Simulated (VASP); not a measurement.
# TePb (Fm-3m) in VASP: notebook, part 2 of 2

VASP 6.6.1. The steps go on from the part before.

**3. Elastic constants, PBEsol**

Contents of INCAR:

```
SYSTEM = TePb
  ALGO = Normal
  EDIFF = 1E-8
  ENCUT = 600
  GGA = PS
  IBRION = 6
  ISIF = 3
  ISMEAR = 0
  LASPH = .TRUE.
  LCHARG = .TRUE.
  LREAL = .FALSE.
  LWAVE = .FALSE.
  NBANDS = 17
  NELM = 80
  NFREE = 2
  NSW = 1
  POTIM = 0.015
  PREC = Accurate
  SIGMA = 0.01
```

Contents of KPOINTS:

```
k-points
0
G
  6 6 6
  0 0 0
```

Contents of POSCAR:

```
TePb
1.0
    0.0000000000      3.2213498497      3.2213498497
    3.2213498497      0.0000000000      3.2213498497
    3.2213498497      3.2213498497      0.0000000000
Te Pb
1 1
Direct
    0.5000000000      0.5000000000      0.5000000000
    0.0000000000      0.0000000000      0.0000000000
```

Potentials or basis: VASP PAW PBE potentials, release 64 (Te, Pb_d).

Launch:

```console
> cat potpaw_PBE.64/Te/POTCAR potpaw_PBE.64/Pb_d/POTCAR > POTCAR
> mpirun -np 1 vasp_std > vasp.out
```

OUTCAR:

```text
SYSTEM = TePb
   EDIFF = 1E-8
   ENCUT = 600
   GGA = PS
   IBRION = 6
   ISIF = 3
   ISMEAR = 0
   LASPH = .TRUE.
   LREAL = .FALSE.
   NELM = 80
   NFREE = 2
   NSW = 1
   POTIM = 0.015
   PREC = Accurate

 ion  position               nearest neighbor table
   1  0.500  0.500  0.500-   2 3.22   2 3.22   2 3.22   2 3.22   2 3.22   2 3.22
   2  0.000  0.000  0.000-   1 3.22   1 3.22   1 3.22   1 3.22   1 3.22   1 3.22

  LATTYP: Found a face centered cubic cell.
 ALAT       =     6.4426996994

  Lattice vectors:

 A1 = (   0.0000000000,   3.2213498497,   3.2213498497)
 A2 = (   3.2213498497,   0.0000000000,   3.2213498497)
 A3 = (   3.2213498497,   3.2213498497,   0.0000000000)

Analysis of symmetry for initial positions (statically):
=====================================================================
 Subroutine PRICEL returns:
 Original cell was already a primitive cell.

 Routine SETGRP: Setting up the symmetry group for a
 face centered cubic supercell.

 Subroutine GETGRP returns: Found 48 space group operations
 (whereof 48 operations were pure point group operations)
 out of a pool of 48 trial point group operations.

The static configuration has the point symmetry O_h .
[... 839 lines left out ...]
  -------------------------------------------------------------------------------------
  Total        0.0139651      0.0102691      0.0102691     -0.0000000     -0.0000000      0.0000000
  in kB        0.3346652      0.2460931      0.2460931     -0.0000000     -0.0000000      0.0000000
  external PRESSURE =       0.2756171 kB  Pullay stress =       0.0000000 kB
[... 17 lines left out ...]
  FREE ENERGIE OF THE ION-ELECTRON SYSTEM (eV)
  ---------------------------------------------------
  free  energy   TOTEN  =        -8.2601377866 eV

  energy  without entropy=       -8.2601377866  energy(sigma->0) =       -8.26013779

 INTERNAL STRAIN TENSORS FROM STRAINED CELLS
 ============================================

 INTERNAL STRAIN TENSOR FOR ION    1 for displacements in x,y,z  (eV/Angst):
          X           Y           Z          XY          YZ          ZX
  --------------------------------------------------------------------------------
  x    -0.00000     0.00000    -0.00000     0.00000    -0.00000    -0.00000
  y    -0.00000     0.00000     0.00000    -0.00000     0.00000     0.00000
  z     0.00000    -0.00000     0.00000     0.00000    -0.00000     0.00000

 INTERNAL STRAIN TENSORS FROM DISPLACED ATOMS
 ============================================

 INTERNAL STRAIN TENSOR FOR ION    1 for displacements in x,y,z  (eV/Angst):
          X           Y           Z          XY          YZ          ZX
  --------------------------------------------------------------------------------
  x     0.00000     0.00000     0.00000     0.00000     0.00000     0.00000
  y     0.00000     0.00000     0.00000     0.00000     0.00000     0.00000
  z     0.00000     0.00000     0.00000     0.00000     0.00000     0.00000

 INTERNAL STRAIN TENSOR FOR ION    2 for displacements in x,y,z  (eV/Angst):
          X           Y           Z          XY          YZ          ZX
  --------------------------------------------------------------------------------
  x     0.00000     0.00000     0.00000     0.00000     0.00000     0.00000
  y     0.00000     0.00000     0.00000     0.00000     0.00000     0.00000
  z     0.00000     0.00000     0.00000     0.00000     0.00000     0.00000

 Eigenvectors and eigenvalues of the dynamical matrix
 ----------------------------------------------------

   1 f  =    1.026750 THz     6.451258 2PiTHz   34.248679 cm-1     4.246293 meV
             X         Y         Z           dx          dy          dz
      3.221350  3.221350  3.221350    -0.783545    0.000000    0.000000
      0.000000  0.000000  0.000000     0.621335    0.000000    0.000000
[... 21 lines left out ...]
   6 f/i=    0.005209 THz     0.032731 2PiTHz    0.173763 cm-1     0.021544 meV
             X         Y         Z           dx          dy          dz
      3.221350  3.221350  3.221350     0.000000    0.250772    0.568481
      0.000000  0.000000  0.000000     0.000000    0.316240    0.716893

--------------------------------------------------------------------------------------------------------

 ELASTIC MODULI CONTR FROM IONIC RELAXATION (kBar)
 Direction    XX          YY          ZZ          XY          YZ          ZX
 --------------------------------------------------------------------------------
 XX           0.0000      0.0000      0.0000      0.0000      0.0000      0.0000
 YY           0.0000      0.0000      0.0000      0.0000      0.0000      0.0000
 ZZ           0.0000      0.0000      0.0000      0.0000      0.0000      0.0000
 XY           0.0000      0.0000      0.0000      0.0000      0.0000      0.0000
 YZ           0.0000      0.0000      0.0000      0.0000      0.0000      0.0000
 ZX           0.0000      0.0000      0.0000      0.0000      0.0000      0.0000
 --------------------------------------------------------------------------------

 TOTAL ELASTIC MODULI (kBar)
 Direction    XX          YY          ZZ          XY          YZ          ZX
 --------------------------------------------------------------------------------
 XX        1265.5588     51.0467     51.0467     -0.0000     -0.0000      0.0000
 YY          51.0467   1265.5588     51.0467      0.0000      0.0000      0.0000
 ZZ          51.0467     51.0467   1265.5588     -0.0000     -0.0000     -0.0000
 XY          -0.0000      0.0000     -0.0000    148.8145      0.0000      0.0000
 YZ          -0.0000      0.0000     -0.0000      0.0000    148.8145      0.0000
 ZX           0.0000      0.0000     -0.0000      0.0000      0.0000    148.8145
 --------------------------------------------------------------------------------
```

stdout:

```text
POSCAR found type information on POSCAR TePb
 POSCAR found :  2 types and       2 ions
 scaLAPACK will be used
 -----------------------------------------------------------------------------
|                                                                             |
|                                                                             |
|     You enforced a specific xc type in the INCAR file but a different       |
|     I HOPE YOU KNOW WHAT YOU ARE DOING!                                     |
|                                                                             |
[... 33 lines left out ...]
 Finite differences progress:
 bond charge predicted
 Finite differences progress:
 bond charge predicted
 Finite differences progress:
 bond charge predicted
 Finite differences progress:
 bond charge predicted
 Finite differences progress:
 bond charge predicted
 Finite differences progress:
```

Wall time 15 min (1 thread of Intel Xeon 8259CL, shared host); peak memory 0.33 GiB.

What came out:

```yaml
Elastic_constants_C11_C12_C44: 127, 5, 15 GPa
Voigt_bulk_modulus: 46 GPa
Highest_phonon_frequency_at_Γ_LO-TO_splitting_left_out: 34 cm⁻¹
```

Phonon frequencies in cm⁻¹ (negative: imaginary):
| q point | frequencies |
| --- | --- |
| (0.000, 0.000, 0.000) | 0 0 0 34 34 34 |

Elastic tensor in Voigt notation (GPa, in the Cartesian axes of the cell as first typed):
```
127   5   5   0   0   0
  5 127   5   0   0   0
  5   5 127   0   0   0
  0   0   0  15   0   0
  0   0   0   0  15   0
  0   0   0   0   0  15
```

Clamped-ion elastic tensor (GPa):
```
127   5   5   0   0   0
  5 127   5   0   0   0
  5   5 127   0   0   0
  0   0   0  15   0   0
  0   0   0   0  15   0
  0   0   0   0   0  15
```

Caveat: the PAW data sets were made with another functional, which shifts forces and pressure a little; spin-orbit coupling is left out, which moves the levels of the heavy elements.
